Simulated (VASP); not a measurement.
# SnTe (Immm) in VASP: further runs

The runs below take SnTe through single point, with PBE.

Everything below comes from runs of VASP 6.6.1. Logs are shortened: lines on timing, memory, paths and dates and some standing lists are left out, and cuts for length are marked.

## Step 1: The cell of the first run

Symmetry: Immm, No. 71, orthorhombic system. Conventional cell: a = 4.510 Å, b = 4.555 Å, c = 6.410 Å, α = 90.00°, β = 90.00°, γ = 90.00°. Sn (site symmetry mmm) has 6 Te at 3.21 Å within 4.2 Å. Te (site symmetry mmm) has 6 Sn at 3.21 Å within 4.2 Å.

## Step 2: Single point, PBE

Contents of INCAR:

```
SYSTEM = SnTe
PREC     = Accurate       ! precision mode
ENCUT    = 520            ! plane-wave cutoff, eV
EDIFF    = 1E-6           ! SCF threshold, eV
ISMEAR   = 0              ! smearing method
SIGMA    = 0.05           ! smearing width, eV
LREAL    = .FALSE.        ! projectors in reciprocal space
LASPH    = .TRUE.         ! aspherical terms in the spheres
NELM     = 60             ! most SCF steps
ALGO     = Normal         ! electronic algorithm
ISIF     = 2              ! what is computed and relaxed
LWAVE    = .FALSE.        ! write WAVECAR
LCHARG   = .FALSE.        ! write CHGCAR
GGA      = PE             ! functional
NBANDS   = 17             ! bands
```

Contents of KPOINTS:

```
regular mesh
0
G
  10 10 10
  0 0 0
```

Contents of POSCAR:

```
SnTe
1.0
    0.0160257073      3.2051414516      3.2051414516
    3.2051414516      0.0160257073      3.2051414516
    3.2211671589      3.2211671589      0.0000000000
Sn Te
1 1
Direct
    0.5000000000      0.5000000000      0.5000000000
    0.0000000000      0.0000000000      0.0000000000
```

Potentials or basis: VASP PAW PBE potentials, release 64 (Sn_d, Te).

Run with:

```
$ cat potpaw_PBE.64/Sn_d/POTCAR potpaw_PBE.64/Te/POTCAR > POTCAR
$ mpirun -np 1 vasp_std > vasp.out
```

OUTCAR:

```text
SYSTEM = SnTe
   PREC = Accurate
   ENCUT = 520
   EDIFF = 1E-6
   ISMEAR = 0
   LREAL = .FALSE.
   LASPH = .TRUE.
   NELM = 60
   ISIF = 2
   GGA = PE

 ion  position               nearest neighbor table
   1  0.500  0.500  0.500-   2 3.21   2 3.21   2 3.21   2 3.21   2 3.21   2 3.21
   2  0.000  0.000  0.000-   1 3.21   1 3.21   1 3.21   1 3.21   1 3.21   1 3.21

  LATTYP: Found a body centered orthorhombic cell.
 ALAT       =     4.5100907376
 B/A-ratio  =     1.0100502513
 C/A-ratio  =     1.4213201632

  Lattice vectors:

 A1 = (   3.2051414516,   0.0160257073,  -3.2051414516)
 A2 = (  -3.2051414516,  -0.0160257073,  -3.2051414516)
 A3 = (   0.0160257073,   3.2051414516,   3.2051414516)

Analysis of symmetry for initial positions (statically):
=====================================================================
 Subroutine PRICEL returns:
 Original cell was already a primitive cell.

 Routine SETGRP: Setting up the symmetry group for a
 body centered orthorhombic supercell.

 Subroutine GETGRP returns: Found  8 space group operations
 (whereof  8 operations were pure point group operations)
 out of a pool of  8 trial point group operations.

The static configuration has the point symmetry D_2h.

Analysis of symmetry for dynamics (positions and initial velocities):
=====================================================================
 Subroutine PRICEL returns:
 Original cell was already a primitive cell.

 Routine SETGRP: Setting up the symmetry group for a
 body centered orthorhombic supercell.

 Subroutine GETGRP returns: Found  8 space group operations
 (whereof  8 operations were pure point group operations)
 out of a pool of  8 trial point group operations.

The dynamic configuration has the point symmetry D_2h.

 Subroutine INISYM returns: Found  8 space group operations
 (whereof  8 operations are pure point group operations),
 and found     1 'primitive' translations

----------------------------------------------------------------------------------------

                                     Primitive cell

  volume of cell :      65.8508

  direct lattice vectors                    reciprocal lattice vectors
     0.016025707  3.205141452  3.205141452    -0.156783272  0.156783272  0.155999355
     3.205141452  0.016025707  3.205141452     0.156783272 -0.156783272  0.155999355
     3.221167159  3.221167159  0.000000000     0.155223239  0.155223239 -0.155999355

  length of vectors
     4.532782840  4.532782840  4.555418283     0.271104754  0.271104754  0.269303373

  position of ions in fractional coordinates (direct lattice)
     0.500000000  0.500000000  0.500000000
     0.000000000  0.000000000  0.000000000

  ion indices of the primitive-cell ions
   primitive index   ion index
                 1           1
                 2           2

----------------------------------------------------------------------------------------

 KPOINTS: regular mesh

Automatic generation of k-mesh.
 Grid dimensions read from file:
 generate k-points for:   10   10   10

 Generating k-lattice:

  Cartesian coordinates                     Fractional coordinates (reciprocal lattice)
    -0.015678327  0.015678327  0.015599936     0.100000000  0.000000000  0.000000000
     0.015678327 -0.015678327  0.015599936     0.000000000  0.100000000  0.000000000
     0.015522324  0.015522324 -0.015599936     0.000000000  0.000000000  0.100000000

  Length of vectors
     0.027110475  0.027110475  0.026930337

  Shift w.r.t. Gamma in fractional coordinates (k-lattice)
     0.000000000  0.000000000  0.000000000

 Subroutine IBZKPT returns following result:
 ===========================================

 Found    171 irreducible k-points:

 Following reciprocal coordinates:
            Coordinates               Weight
  0.000000  0.000000  0.000000      1.000000
  0.100000 -0.000000  0.000000      4.000000
  0.200000 -0.000000  0.000000      4.000000
  0.300000 -0.000000  0.000000      4.000000
  0.400000 -0.000000  0.000000      4.000000
  0.500000 -0.000000  0.000000      2.000000
[... 16 lines left out ...]
  0.300000  0.300000  0.000000      2.000000
  0.400000  0.300000  0.000000      4.000000
 [... further k-points ...]
   k-points           NKPTS =    171   k-points in BZ     NKDIM =    171   number of bands    NBANDS=     17
   number of dos      NEDOS =    301   number of ions     NIONS =      2
   total plane-waves  NPLWV =  46656
   dimension x,y,z NGX =    36 NGY =   36 NGZ =   36
   dimension x,y,z NGXF=    72 NGYF=   72 NGZF=   72
   ions per type =               1   1
   NGX,Y,Z   is equivalent  to a cutoff of  13.20, 13.20, 13.14 a.u.
   NGXF,Y,Z  is equivalent  to a cutoff of  26.41, 26.41, 26.28 a.u.
 SYSTEM =  SnTe
   PREC   = accura    normal or accurate (medium, high low for compatibility)
   ISTART =      0    job   : 0-new  1-cont  2-samecut
   ICHARG =      2    charge: 1-file 2-atom 10-const
   ISPIN  =      1    spin polarized calculation?
   LNONCOLLINEAR =      F non collinear calculations
   LSORBIT =      F    spin-orbit coupling
   LASPH  =      T    aspherical Exc in radial PAW
   ENCUT  =  520.0 eV  38.22 Ry    6.18 a.u.   8.43  8.43  8.47*2*pi/ulx,y,z
   NELM   =     60;   NELMIN=  2; NELMDL= -5     # of ELM steps
   EDIFF  = 0.1E-05   stopping-criterion for ELM
   LREAL  =      F    real-space projection
   EDIFFG = 0.1E-04   stopping-criterion for IOM
   NSW    =      0    number of steps for IOM
   IBRION =     -1    ionic relax: 0-MD 1-quasi-New 2-CG
   NFREE  =      0    steps in history (QN), initial steepest desc. (CG)
   ISIF   =      2    stress and relaxation
   ISYM   =      2    0-nonsym 1-usesym 2-fastsym
   POTIM  = 0.5000    time-step for ionic-motion
   TEBEG  =    0.0;   TEEND  =   0.0 temperature during run
   PSTRESS=    0.0 pullay stress
   NELECT =      20.0000    total number of electrons
   NUPDOWN=      -1.0000    fix difference up-down
   EMIN   =  10.00;   EMAX   =-10.00  energy-range for DOS
   EFERMI =   0.00;   METHOD = LEGACY
   ISMEAR =     0;   SIGMA  =   0.05  broadening in eV -4-tet -1-fermi 0-gaus
   EFERMI_NEDOS =   21; number of points for ismear=-14 and -15
   IALGO  =     38    algorithm
   IMIX   =      4    mixing-type and parameters
     AMIX     =   0.40;   BMIX     =  1.00
     AMIX_MAG =   1.60;   BMIX_MAG =  1.00
  volume/ion in A,a.u.               =      32.93       222.19
  Fermi-wavevector in a.u.,A,eV,Ry     =   1.100435  2.079522 16.476087  1.210958
  Thomas-Fermi vector in A             =   2.236847
   LORBIT       =      0    0 simple, 1 ext, 2 COOP (PROOUT), +10 PAW based schemes
   GGA     = PE    functional components
   LHFCALC =     F    Hartree Fock is set to
   AEXX    =    0.0000 exact exchange contribution
   IVDW    =     0    specifies the selected vdW correction
   LEPSILON=     F    determine dielectric tensor
   LRPA    =     F    only Hartree local field effects (RPA)
 non-spin polarized calculation
 Gauss-broadening in eV      SIGMA  =   0.05
  energy-cutoff  :      520.00
  volume of cell :       65.85
 maximum number of plane-waves:      1807
 NGX is ok and might be reduce to    36
   NGX = 17   NGY = 17   NGZ = 17

 number of electron      20.0000004 magnetization

 Free energy of the ion-electron system (eV)
  ---------------------------------------------------
  ext. energy  EPLUGINS =         0.00000000
  ---------------------------------------------------
  free energy    TOTEN  =        -7.56473298 eV

  energy without entropy =       -7.56457948  energy(sigma->0) =       -7.56465623

 E-fermi :   6.3492     XC(G=0):  -9.2654

 val. band max:        6.2975121375   @ k =   0.5000  -0.0000   0.0000
 cond. band min:       6.3493034925   @ k =   0.5000  -0.0000   0.0000
 fundamental gap:      0.0517913550
 Fermi energy:         6.3491976194

 k-point     1 :       0.0000    0.0000    0.0000
  band No.  band energies     occupation
      1     -15.5562      2.00000
      2     -15.5561      2.00000
      3     -15.5532      2.00000
      4     -15.5530      2.00000
      5     -15.5530      2.00000
      6      -6.1031      2.00000
[... 9 lines left out ...]
     16      11.2337      0.00000
     17      13.1547      0.00000

 k-point     2 :       0.1000   -0.0000    0.0000
  band No.  band energies     occupation
      1     -15.5564      2.00000
      2     -15.5564      2.00000
      3     -15.5530      2.00000
      4     -15.5527      2.00000
      5     -15.5526      2.00000
      6      -6.0245      2.00000
[... 9 lines left out ...]
     16      11.3972      0.00000
     17      13.7658      0.00000

 k-point     3 :       0.2000   -0.0000    0.0000
  band No.  band energies     occupation
      1     -15.5574      2.00000
      2     -15.5572      2.00000
      3     -15.5527      2.00000
      4     -15.5514      2.00000
      5     -15.5512      2.00000
      6      -5.7983      2.00000
[... 9 lines left out ...]
     16      11.9641      0.00000
     17      15.1419      0.00000

 k-point     4 :       0.3000   -0.0000    0.0000
  band No.  band energies     occupation
      1     -15.5588      2.00000
      2     -15.5585      2.00000
      3     -15.5523      2.00000
      4     -15.5495      2.00000
      5     -15.5493      2.00000
      6      -5.4611      2.00000
[... 9 lines left out ...]
     16      12.8598      0.00000
     17      16.7939      0.00000
[... 343 lines left out ...]
      1     -15.5591      2.00000
      2     -15.5583      2.00000
      3     -15.5520      2.00000
      4     -15.5499      2.00000
      5     -15.5487      2.00000
      6      -5.3521      2.00000
[... 9 lines left out ...]
     16      14.3169      0.00000
     17      14.8443      0.00000

 k-point    23 :       0.3000    0.3000    0.0000
  band No.  band energies     occupation
      1     -15.5642      2.00000
      2     -15.5550      2.00000
      3     -15.5536      2.00000
      4     -15.5477      2.00000
      5     -15.5474      2.00000
      6      -5.2790      2.00000
[... 9 lines left out ...]
     16      14.7777      0.00000
     17      14.8549      0.00000

 k-point    24 :       0.4000    0.3000    0.0000
  band No.  band energies     occupation
      1     -15.5656      2.00000
      2     -15.5549      2.00000
      3     -15.5537      2.00000
      4     -15.5468      2.00000
      5     -15.5461      2.00000
      6      -5.0292      2.00000
[... 9 lines left out ...]
     16      15.4209      0.00000
     17      15.8736      0.00000

 [... further k-points ...]

------------------------ aborting loop because EDIFF is reached ----------------------------------------

  FORCE on cell =-STRESS in cart. coord.  units (eV):
  Direction    XX          YY          ZZ          XY          YZ          ZX
  --------------------------------------------------------------------------------------
  -------------------------------------------------------------------------------------
  Total       -0.0297836     -0.0297836     -0.0311303     -0.0594415      0.0000000      0.0000000
  in kB       -0.7246471     -0.7246471     -0.7574131     -1.4462374      0.0000000      0.0000000
  external PRESSURE =      -0.7355691 kB  Pullay stress =       0.0000000 kB

 VOLUME and BASIS-vectors are now :
 -----------------------------------------------------------------------------
  energy-cutoff  :      520.00
  volume of cell :       65.85
      direct lattice vectors                 reciprocal lattice vectors
     0.016025707  3.205141452  3.205141452    -0.156783272  0.156783272  0.155999355
     3.205141452  0.016025707  3.205141452     0.156783272 -0.156783272  0.155999355
     3.221167159  3.221167159  0.000000000     0.155223239  0.155223239 -0.155999355

 POSITION                                       TOTAL-FORCE (eV/Angst)
 -----------------------------------------------------------------------------------
      3.22117      3.22117      3.20514         0.000000     -0.000000      0.000000
      0.00000      0.00000      0.00000        -0.000000      0.000000     -0.000000
 -----------------------------------------------------------------------------------
    total drift:                                0.000000      0.000000      0.000000

  FREE ENERGIE OF THE ION-ELECTRON SYSTEM (eV)
  ---------------------------------------------------
  free  energy   TOTEN  =        -7.5647329840 eV

  energy  without entropy=       -7.5645794847  energy(sigma->0) =       -7.56465623
```

It took 2.4 min on 1 thread of AMD EPYC 7R13 (Zen 3), shared host; peak memory 0.32 GiB.

What came out:

| Property | Result |
| --- | --- |
| Free energy | -7.5647 eV |
| Pressure | -0.1 GPa |
| Band gap on the k mesh | zero (filled and empty bands touch) |

Stress tensor (GPa, compression positive):
```
-0.07 -0.14  0.00
-0.14 -0.07  0.00
 0.00  0.00 -0.08
```

Caveat: spin-orbit coupling is left out, which moves the levels of the heavy elements.

## Step 3: Single point, PBE

Contents of INCAR:

```
SYSTEM = SnTe
  PREC = Accurate
  ENCUT = 520
  EDIFF = 1E-6
  ISMEAR = 0
  SIGMA = 0.05
  LREAL = .FALSE.
  LASPH = .TRUE.
  NELM = 80
  ALGO = Normal
  ISIF = 2
  LWAVE = .FALSE.
  LCHARG = .FALSE.
  GGA = PE
  NBANDS = 17
```

KPOINTS is that of step 2.

Contents of POSCAR:

```
SnTe
1.0
    0.0320514145      3.2051414516      3.2051414516
    3.2371928661      0.0000000000      3.2371928661
    3.2051414516      3.2051414516      0.0320514145
Sn Te
1 1
Direct
    0.5000000000      0.5000000000      0.5000000000
    0.0000000000      0.0000000000      0.0000000000
```

Potentials or basis: VASP PAW PBE potentials, release 64 (Sn_d, Te).

Run with:

```
$ cat potpaw_PBE.64/Sn_d/POTCAR potpaw_PBE.64/Te/POTCAR > POTCAR
$ mpirun -np 1 vasp_std > vasp.out
```

It took 3 min on 1 thread of AMD EPYC 7R13 (Zen 3), shared host; peak memory 0.32 GiB.

It converged, with:

| Item | Value |
| --- | --- |
| Free energy | -7.5638 eV |
| Pressure | -0.1 GPa |
| Band gap on the k mesh | zero (band 10 reaches 6.38 eV, above the bottom of band 11 at 6.32 eV) |

Stress tensor (GPa, compression positive):
```
-0.07  0.00 -0.29
 0.00 -0.09  0.00
-0.29  0.00 -0.07
```

Levels at points of the mesh, in eV from the Fermi level:
| k point | band 8 | band 9 | band 10 | band 11 | band 12 | band 13 |
| --- | --- | --- | --- | --- | --- | --- |
| (0.00, 0.00, 0.00) | -2.11 | -2.02 | -1.93 | 3.19 | 3.22 | 3.26 |
| (0.50, 0.00, 0.00) | -1.75 | -1.71 | -0.08 | -0.03 | 0.36 | 0.42 |
| (0.00, 0.50, 0.00) | -1.69 | -1.64 | 0.03 | 0.07 | 0.45 | 0.50 |
| (0.50, 0.50, 0.00) | -5.24 | -3.51 | -3.51 | 2.36 | 4.65 | 4.66 |
| (0.50, 0.00, 0.50) | -5.24 | -3.61 | -3.42 | 2.36 | 4.63 | 4.70 |

Caveat: spin-orbit coupling is left out, which moves the levels of the heavy elements.
